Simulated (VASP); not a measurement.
Runs of VASP 6.6.1 on IrO. The structure is that of space group P4/mmm (No. 123), or close to it. The cells are those of the table. 

```csv
task,spin,cell,k mesh,cutoff (eV),gap on the mesh (eV),pressure (GPa),moment (μB)
relaxation of cell and atoms,"collinear, ferrimagnetic start","relaxed from a = 4.076, b = 4.076, c = 4.012 Å, 6 atoms",4 × 4 × 4,600,none,0.0,2.59
single point,"collinear, ferrimagnetic start","a = 4.076, b = 4.076, c = 4.012 Å, 6 atoms",4 × 4 × 4,520,none,18.7,0.00
single point,"collinear, ferrimagnetic start","a = 4.349, b = 4.349, c = 3.870 Å, 6 atoms",4 × 4 × 4,520,none,(a),0.00
single point,collinear,"a = 4.470, b = 4.470, c = 3.794 Å, 6 atoms",10 × 10 × 10,520,none,-0.8,0.00
```

Alike in all rows: level PBE; potentials or basis VASP PAW PBE potentials, release 64 (Ir, O); smearing gaussian 0.1 eV.

**Question.** Estimate the missing entries.

**Answer.** (a) 1.2.

Caveats: some runs use coarse meshes; spin-orbit coupling is left out, which moves the levels of the heavy elements.

A k mesh can miss the band edges, and the runs leave out spin-orbit coupling on Ir.

A gap of «none» marks levels without a gap at the run's occupations.
